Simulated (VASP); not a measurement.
# Y: single point with LDA

Y:

```
Y
1.0
     0.00000    2.46832    2.46832
     2.46832    0.00000    2.46832
     2.46832    2.46832    0.00000
Y
1
Direct
  0.00000 0.00000 0.00000
```

This cell differs from its parent crystal: volume scaled by 0.98.

```
Program             : VASP 6.6.1
Task                : single point
Functional          : LDA
Potentials or basis : VASP PAW LDA potentials, release 64 (Y_sv)
Cutoff              : 520 eV
k mesh              : 13 × 13 × 13
Occupations         : fermi-dirac, width 0.05 eV
Spin                : no spin polarisation
```

```yaml
Pressure: -1.1 GPa
```

Levels at points of the mesh, in eV from the Fermi level:
| k point | band 3 | band 4 | band 5 | band 6 | band 7 | band 8 |
| --- | --- | --- | --- | --- | --- | --- |
| (0.00, 0.00, 0.00) | -22.01 | -22.01 | -4.85 | 1.82 | 1.82 | 1.82 |

It took 15 s on 1 thread of Intel(R) Xeon(R) Platinum 8559C (Emerald Rapids), with other jobs on the host, peak memory 0.17 GiB.
